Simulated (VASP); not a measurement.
# Ge15W (F-43m) in VASP: single point with PBEsol+U

Aim: the single point of Ge15W with PBEsol+U.

All numbers are computed with VASP 6.6.1; they aren't measurements. Logs are shortened: lines on timing, memory, paths and dates and some standing lists are left out, and cuts for length are marked.

### Step 1. The cell of the first run

It takes space group F-43m (No. 216, cubic). Conventional cell: a = 11.315 Å, b = 11.315 Å, c = 11.315 Å, α = 90.00°, β = 90.00°, γ = 90.00°. Within 3.3 Å of W (site symmetry -43m) lie 4 Ge at 2.47 Å. Within 3.2 Å of Ge (site symmetry 2mm) lie 4 Ge at 2.44 to 2.45 Å. Ge (site symmetry -43m) has 4 Ge at 2.45 Å within 3.2 Å. Within 3.2 Å of Ge (site symmetry 3m) lie 3 Ge at 2.44 Å and 1 W at 2.47 Å. Ge (site symmetry 3m) has 4 Ge at 2.45 Å within 3.2 Å.

### Step 2. Single point, PBEsol+U, collinear spin

Contents of INCAR:

```
  PREC = Accurate
  ENCUT = 520
  EDIFF = 1E-7
  ISMEAR = 0
  SIGMA = 0.05
  LREAL = Auto
  LASPH = T
  NELM = 150
  ALGO = Normal
  ISIF = 2
  LWAVE = F
  LCHARG = T
  ISPIN = 2
  MAGMOM = 1.36 0.01 0.01 0.01 0.01 0.01 0.01 0 -0.03 -0.03 -0.03 0 -0.03 0 0 0
  LORBIT = 11
  LMAXMIX = 4
  LDAU = T
  LDAUTYPE = 2
  LDAUL = 2 -1
  LDAUU = 2 0
  LDAUJ = 0 0
  LDAUPRINT = 1
  GGA = PS
  LELF = T
  LVHAR = T
  NBANDS = 130
```

Contents of KPOINTS:

```
Automatic mesh
0
Gamma
  3 3 3
```

Contents of POSCAR:

```
Ge15W
1.0
    0.0000000000      5.6575400000      5.6575400000
    5.6575400000      0.0000000000      5.6575400000
    5.6575400000      5.6575400000      0.0000000000
W Ge
1 15
Direct
    1.0000000000      0.0000000000      0.0000000000
    0.9994882437      0.9994882437      0.5005117563
    0.9994882437      0.5005117563      0.9994882437
    0.9994882437      0.5005117563      0.5005117563
    0.5005117563      0.9994882437      0.9994882437
    0.5005117563      0.9994882437      0.5005117563
    0.5005117563      0.5005117563      0.9994882437
    0.5000000000      0.5000000000      0.5000000000
    0.1262845516      0.1262845516      0.1262845516
    0.1262845516      0.1262845516      0.6211463453
    0.1262845516      0.6211463453      0.1262845516
    0.1253257359      0.6248914214      0.6248914214
    0.6211463453      0.1262845516      0.1262845516
    0.6248914214      0.1253257359      0.6248914214
    0.6248914214      0.6248914214      0.1253257359
    0.6248914214      0.6248914214      0.6248914214
```

Potentials or basis: VASP PAW PBE potentials, release 64 (W_sv, Ge_d).

The run is started by

```sh
cat potpaw_PBE.64/W_sv/POTCAR potpaw_PBE.64/Ge_d/POTCAR > POTCAR
mpirun -np 1 vasp_std > vasp.out
```

OUTCAR:

```text
PREC = Accurate
   ENCUT = 520
   EDIFF = 1E-7
   ISMEAR = 0
   LREAL = Auto
   LASPH = T
   NELM = 150
   ISIF = 2
   ISPIN = 2
   LORBIT = 11
   GGA = PS

 ion  position               nearest neighbor table
   1  0.000  0.000  0.000-  10 2.47  11 2.47  13 2.47   9 2.47
   2  0.999  0.999  0.501-   9 2.44  10 2.44  12 2.45  14 2.45
   3  0.999  0.501  0.999-   9 2.44  11 2.44  12 2.45  15 2.45
   4  0.999  0.501  0.501-  10 2.44  11 2.44  16 2.45  12 2.45
   5  0.501  0.999  0.999-   9 2.44  13 2.44  14 2.45  15 2.45
   6  0.501  0.999  0.501-  10 2.44  13 2.44  16 2.45  14 2.45
[... 8 lines left out ...]
  15  0.625  0.625  0.125-   3 2.45   5 2.45   7 2.45   8 2.45
  16  0.625  0.625  0.625-   4 2.45   6 2.45   7 2.45   8 2.45

  LATTYP: Found a face centered cubic cell.
 ALAT       =    11.3150800000

  Lattice vectors:

 A1 = (   0.0000000000,   5.6575400000,   5.6575400000)
 A2 = (   5.6575400000,   0.0000000000,   5.6575400000)
 A3 = (   5.6575400000,   5.6575400000,   0.0000000000)

Analysis of symmetry for initial positions (statically):
=====================================================================
 Subroutine PRICEL returns:
 Original cell was already a primitive cell.

 Routine SETGRP: Setting up the symmetry group for a
 face centered cubic supercell.

 Subroutine GETGRP returns: Found 24 space group operations
 (whereof 24 operations were pure point group operations)
 out of a pool of 48 trial point group operations.

The static configuration has the point symmetry T_d .

Analysis of symmetry for dynamics (positions and initial velocities):
=====================================================================
 Subroutine PRICEL returns:
 Original cell was already a primitive cell.

 Routine SETGRP: Setting up the symmetry group for a
 face centered cubic supercell.

 Subroutine GETGRP returns: Found 24 space group operations
 (whereof 24 operations were pure point group operations)
 out of a pool of 48 trial point group operations.

The dynamic configuration has the point symmetry T_d .

Analysis of structural, dynamic, and magnetic symmetry:
=====================================================================
 Subroutine PRICEL returns:
 Original cell was already a primitive cell.

 Routine SETGRP: Setting up the symmetry group for a
 face centered cubic supercell.

 Subroutine GETGRP returns: Found 24 space group operations
 (whereof 24 operations were pure point group operations)
 out of a pool of 48 trial point group operations.

The overall configuration has the point symmetry T_d .

 Subroutine INISYM returns: Found 24 space group operations
 (whereof 24 operations are pure point group operations),
 and found     1 'primitive' translations

----------------------------------------------------------------------------------------

                                     Primitive cell

  volume of cell :     362.1704

  direct lattice vectors                    reciprocal lattice vectors
     0.000000000  5.657540000  5.657540000    -0.088377634  0.088377634  0.088377634
     5.657540000  0.000000000  5.657540000     0.088377634 -0.088377634  0.088377634
     5.657540000  5.657540000  0.000000000     0.088377634  0.088377634 -0.088377634

  length of vectors
     8.000969798  8.000969798  8.000969798     0.153074553  0.153074553  0.153074553

  position of ions in fractional coordinates (direct lattice)
     0.000000000  0.000000000  0.000000000
     0.999488244  0.999488244  0.500511756
     0.999488244  0.500511756  0.999488244
     0.999488244  0.500511756  0.500511756
     0.500511756  0.999488244  0.999488244
     0.500511756  0.999488244  0.500511756
[... 8 lines left out ...]
     0.624891421  0.624891421  0.125325736
[... 98 lines left out ...]
   U (eV)           for each species LDAUU =   2.0  0.0
   J (eV)           for each species LDAUJ =   0.0  0.0
   GGA     = PS    functional components
   LHFCALC =     F    Hartree Fock is set to
   AEXX    =    0.0000 exact exchange contribution
   IVDW    =     0    specifies the selected vdW correction
   LEPSILON=     F    determine dielectric tensor
   LRPA    =     F    only Hartree local field effects (RPA)
 spin polarized calculation
 Gauss-broadening in eV      SIGMA  =   0.05
  energy-cutoff  :      520.00
  volume of cell :      362.17
 maximum number of plane-waves:      9765
   NGX = 29   NGY = 29   NGZ = 29

atom =   1  type =  1  l = 2

 onsite density matrix

spin component  1

  0.4088  0.0000 -0.0000 -0.0000 -0.0000
  0.0000  0.4088 -0.0000  0.0000  0.0000
 -0.0000 -0.0000  0.6284  0.0000 -0.0000
 -0.0000  0.0000  0.0000  0.4088 -0.0000
 -0.0000  0.0000 -0.0000 -0.0000  0.6284

spin component  2

  0.2953  0.0000 -0.0000  0.0000  0.0000
  0.0000  0.2953  0.0000  0.0000 -0.0000
 -0.0000  0.0000  0.0656  0.0000 -0.0000
  0.0000  0.0000  0.0000  0.2953  0.0000
  0.0000 -0.0000 -0.0000  0.0000  0.0656

 occupancies and eigenvectors

  o =  0.0656  v =  0.0000  0.0000  0.0000  0.0000  0.0000  0.0000  0.0000 -0.8770  0.0000 -0.4805      0.0000  0.0000  0.0000  0.0000  0.0000  0.0000  0.0000  0.0000  0.0000  0.0000
  o =  0.0656  v =  0.0000  0.0000  0.0000  0.0000  0.0000  0.0000  0.0000 -0.4805  0.0000  0.8770      0.0000  0.0000  0.0000  0.0000  0.0000  0.0000  0.0000  0.0000  0.0000  0.0000
  o =  0.2953  v =  0.0000  0.0000  0.0000  0.0000  0.0000  1.0000  0.0000  0.0000  0.0000  0.0000      0.0000  0.0000  0.0000  0.0000  0.0000  0.0000  0.0000  0.0000  0.0000  0.0000
  o =  0.2953  v =  0.0000  0.0000  0.0000  0.0000  0.0000  0.0000  0.1411  0.0000  0.9900  0.0000      0.0000  0.0000  0.0000  0.0000  0.0000  0.0000  0.0000  0.0000  0.0000  0.0000
  o =  0.2953  v =  0.0000  0.0000  0.0000  0.0000  0.0000  0.0000 -0.9900 -0.0000  0.1411  0.0000      0.0000  0.0000  0.0000  0.0000  0.0000  0.0000  0.0000  0.0000  0.0000  0.0000
  o =  0.4088  v =  0.0000  0.6240 -0.0000 -0.7815 -0.0000  0.0000  0.0000  0.0000  0.0000  0.0000      0.0000  0.0000  0.0000  0.0000  0.0000  0.0000  0.0000  0.0000  0.0000  0.0000
  o =  0.4088  v =  0.0000 -0.7815  0.0000 -0.6240 -0.0000  0.0000  0.0000  0.0000  0.0000  0.0000      0.0000  0.0000  0.0000  0.0000  0.0000  0.0000  0.0000  0.0000  0.0000  0.0000
  o =  0.4088  v =  1.0000  0.0000  0.0000  0.0000  0.0000  0.0000  0.0000  0.0000  0.0000  0.0000      0.0000  0.0000  0.0000  0.0000  0.0000  0.0000  0.0000  0.0000  0.0000  0.0000
  o =  0.6284  v =  0.0000 -0.0000  0.2428 -0.0000  0.9701  0.0000  0.0000  0.0000  0.0000  0.0000      0.0000  0.0000  0.0000  0.0000  0.0000  0.0000  0.0000  0.0000  0.0000  0.0000
  o =  0.6284  v =  0.0000 -0.0000 -0.9701 -0.0000  0.2428  0.0000  0.0000  0.0000  0.0000  0.0000      0.0000  0.0000  0.0000  0.0000  0.0000  0.0000  0.0000  0.0000  0.0000  0.0000

 number of electron     224.0000128 magnetization       1.9835211

 Free energy of the ion-electron system (eV)
  ---------------------------------------------------
  ext. energy  EPLUGINS =         0.00000000
  ---------------------------------------------------
  free energy    TOTEN  =       -81.62739630 eV

  energy without entropy =      -81.62627100  energy(sigma->0) =      -81.62683365

 E-fermi :   4.6429     XC(G=0): -10.2129

 val. band max:        4.5796429421   @ k =   0.3333   0.3333   0.0000
 cond. band min:       4.6862274024   @ k =   0.0000   0.0000   0.0000
 fundamental gap:      0.1065844603
 Fermi energy:         4.6429154630

 spin component 1

 k-point     1 :       0.0000    0.0000    0.0000
  band No.  band energies     occupation
      1     -69.4046      1.00000
      2     -33.7744      1.00000
      3     -33.7744      1.00000
      4     -33.7744      1.00000
      5     -19.8497      1.00000
      6     -19.8497      1.00000
[... 497 lines left out ...]
    123       8.0780      0.00000
    124       8.1446      0.00000
 Fermi energy:         4.6429154630

 spin component 2

 k-point     1 :       0.0000    0.0000    0.0000
  band No.  band energies     occupation
      1     -68.7511      1.00000
      2     -32.8895      1.00000
      3     -32.8895      1.00000
      4     -32.8895      1.00000
      5     -19.8477      1.00000
      6     -19.8477      1.00000
[... 497 lines left out ...]
    123       8.0966      0.00000
    124       8.1779      0.00000
 [bands above 124 left out]

------------------------ aborting loop because EDIFF is reached ----------------------------------------

  FORCE on cell =-STRESS in cart. coord.  units (eV):
  Direction    XX          YY          ZZ          XY          YZ          ZX
  --------------------------------------------------------------------------------------
  -------------------------------------------------------------------------------------
  Total        3.0637497      3.0637497      3.0637497      0.0000000      0.0000000     -0.0000000
  in kB       13.5534848     13.5534848     13.5534848      0.0000000      0.0000000     -0.0000000
  external PRESSURE =      13.5534848 kB  Pullay stress =       0.0000000 kB

 VOLUME and BASIS-vectors are now :
 -----------------------------------------------------------------------------
  energy-cutoff  :      520.00
  volume of cell :      362.17
      direct lattice vectors                 reciprocal lattice vectors
     0.000000000  5.657540000  5.657540000    -0.088377634  0.088377634  0.088377634
     5.657540000  0.000000000  5.657540000     0.088377634 -0.088377634  0.088377634
     5.657540000  5.657540000  0.000000000     0.088377634  0.088377634 -0.088377634

 POSITION                                       TOTAL-FORCE (eV/Angst)
 -----------------------------------------------------------------------------------
      0.00000      0.00000      0.00000         0.000000      0.000000      0.000000
      8.48631      8.48631     11.30929        -0.000000      0.000000     -0.012130
      8.48631     11.30929      8.48631        -0.000000     -0.012130      0.000000
      5.66333      8.48631      8.48631         0.012130      0.000000      0.000000
     11.30929      8.48631      8.48631        -0.012130      0.000000      0.000000
      8.48631      5.66333      8.48631        -0.000000      0.012130      0.000000
[... 8 lines left out ...]
      4.24438      4.24438      7.07070         0.004238      0.004238     -0.004238
      7.07070      7.07070      7.07070        -0.004238     -0.004238     -0.004238
 -----------------------------------------------------------------------------------
    total drift:                                0.000001      0.000001      0.000001

  FREE ENERGIE OF THE ION-ELECTRON SYSTEM (eV)
  ---------------------------------------------------
  free  energy   TOTEN  =       -81.6273962984 eV

  energy  without entropy=      -81.6262709975  energy(sigma->0) =      -81.62683365

 total charge

# of ion       s       p       d       tot
------------------------------------------
    1        2.416   6.139   3.452  12.006
    2        1.127   1.255  10.025  12.407
    3        1.127   1.255  10.025  12.407
    4        1.127   1.255  10.025  12.407
    5        1.127   1.255  10.025  12.407
    6        1.127   1.255  10.025  12.407
[... 8 lines left out ...]
   15        1.121   1.267  10.024  12.412
   16        1.121   1.267  10.024  12.412
--------------------------------------------------
tot         19.311  25.285 153.851 198.447

 magnetization (x)

# of ion       s       p       d       tot
------------------------------------------
    1        0.026   0.001   1.450   1.477
    2        0.006   0.015  -0.000   0.020
    3        0.006   0.015  -0.000   0.020
    4        0.006   0.015  -0.000   0.020
    5        0.006   0.015  -0.000   0.020
    6        0.006   0.015  -0.000   0.020
[... 8 lines left out ...]
   15       -0.001   0.004  -0.000   0.002
   16       -0.001   0.004  -0.000   0.002
--------------------------------------------------
tot          0.025  -0.004   1.511   1.532
```

It took 12 min on 1 thread of Oxide Virtual Turin-like, shared host; peak memory 0.76 GiB.

What came out:

```
Free energy                                           : -81.6274 eV
Pressure                                              : 1.4 GPa
Largest force                                         : 0.037 eV/Å
Band gap on the k mesh                                : 0.11 eV (least direct gap 0.21 eV)
Net moment                                            : 1.98 μB per cell
Site moments                                          : W +1.48; Ge +0.02, -0.00, -0.02, +0.00 (each value once) μB
Valence electrons inside the program's atomic spheres : W 12.01; Ge 12.41, 12.48 (each value once)
```

Forces in eV/Å, atoms in the order of the input:
```
W    0.000  0.000  0.000
Ge   0.000  0.000 -0.012
Ge   0.000 -0.012  0.000
Ge   0.012  0.000  0.000
Ge  -0.012  0.000  0.000
Ge   0.000  0.012  0.000
Ge   0.000  0.000  0.012
Ge   0.000  0.000  0.000
Ge  -0.021 -0.021 -0.021
Ge   0.021  0.021 -0.021
Ge   0.021 -0.021  0.021
Ge  -0.004  0.004  0.004
Ge  -0.021  0.021  0.021
Ge   0.004 -0.004  0.004
Ge   0.004  0.004 -0.004
Ge  -0.004 -0.004 -0.004
```

Levels at points of the mesh, in eV from the valence-band top:
Spin up:
| k point | band 111 | band 112 | band 113 | band 114 | band 115 | band 116 |
| --- | --- | --- | --- | --- | --- | --- |
| (0.00, 0.00, 0.00) | -0.16 | -0.16 | -0.16 | 0.39 | 0.65 | 0.65 |
Spin down:
```csv
k point,band 109,band 110,band 111,band 112,band 113,band 114
"(0.00, 0.00, 0.00)",-0.11,-0.11,-0.11,0.11,0.11,0.40
```

Eigenvalues of the final occupation matrices:
```tsv
site	spin	trace	eigenvalues
site 1 d	1	2.48	0.41 0.41 0.41 0.63 0.63
site 1 d	2	1.02	0.07 0.07 0.30 0.30 0.30
```

Caveat: the PAW data sets were made with another functional, which shifts forces and pressure a little; spin-orbit coupling is left out, which moves the levels of the heavy elements; an odd mesh through Γ misses points on the zone boundary, where band edges can lie; the U is typed as a test and isn't derived for this compound.
